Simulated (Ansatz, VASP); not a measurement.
**One calculation of MgO, two programs**

Contents of POSCAR:

```
MgO
1.0
    0.0000000000      2.1351500000      2.1351500000
    2.1351500000      0.0000000000      2.1351500000
    2.1351500000      2.1351500000      0.0000000000
Mg O
1 1
Direct
    0.0146359741     -0.0146359741      0.0146359741
    0.5000000000      0.5000000000      0.5000000000
```

File INCAR.step1:

```
ALGO = Normal
EDIFF = 1E-5
ENCUT = 660
GGA = PE
GGA_COMPAT = F
ISMEAR = 0
LASPH = T
LCHARG = F
LREAL = F
LWAVE = T
NBANDS = 15
NELM = 120
PREC = Accurate
SIGMA = 0.05
```

Contents of INCAR.step2:

```
ALGO = Normal
EDIFF = 1E-6
ENCUT = 660
GGA_COMPAT = F
ISIF = 2
ISMEAR = 0
ISTART = 1
LASPH = T
LCHARG = F
LMIXTAU = T
LREAL = F
LWAVE = F
METAGGA = R2SCAN
NBANDS = 15
NELM = 120
PREC = Accurate
SIGMA = 0.05
```

KPOINTS

```
k-points
0
Gamma
  10 10 10
```

Input for Ansatz:

```yaml
crystal:
  lattice:
    - [0.0, 2.13515, 2.13515]
    - [2.13515, 0.0, 2.13515]
    - [2.13515, 2.13515, 0.0]
  atoms:
    - { symbol: Mg, position: [0.0146359741, -0.0146359741, 0.0146359741] }
    - { symbol: O, position: [0.5, 0.5, 0.5] }
basis:
  ecutwfc: 500
kpoints:
  mp_grid: { grid: [10, 10, 10] }
hamiltonian:
  xc: r2scan
scf:
  occupations: { method: gaussian, width: 0.05 }
output:
  forces: true
  stress: true
  eigenvalues: true
  write_density: true
  write_potential: true
  elf: true
  volumetric_format: npy
```

Change from the starting cell: all Mg atoms moved +0.062 Å, as atom 1 along Cartesian [0 1 0].

Alike in both runs: task single point; functional r2SCAN; k mesh 10 × 10 × 10; occupations gaussian, width 0.05 eV; no spin polarisation.

```csv
,VASP,Ansatz
version,VASP 6.6.1,Ansatz 0.2.0
potentials or method,"VASP PAW PBE potentials, release 64 (Mg_sv, O), cutoff 660 eV","scalar-relativistic, plane waves, PAW"
valence electrons in the cell,16,16
```

|  | VASP | Ansatz | Ansatz less VASP |
| --- | --- | --- | --- |
| gap on the k mesh at the Fermi level (eV) | 5.25 | 5.22 | -0.031 |
| least direct gap on the mesh (eV) | 5.25 | 5.22 | -0.031 |
| pressure (GPa) | -7.0 | -6.7 | +0.27 |
| traceless stress, the component that is largest in VASP (GPa) | 0.68 | 0.80 | +0.123 |
| rms of the force components (eV/Å) | 0.160 | 0.166 | +0.0058 |

VASP's potentials were made for PBE, not for r2SCAN. Atom by atom the forces differ by 0.006 eV/Å (rms over components).
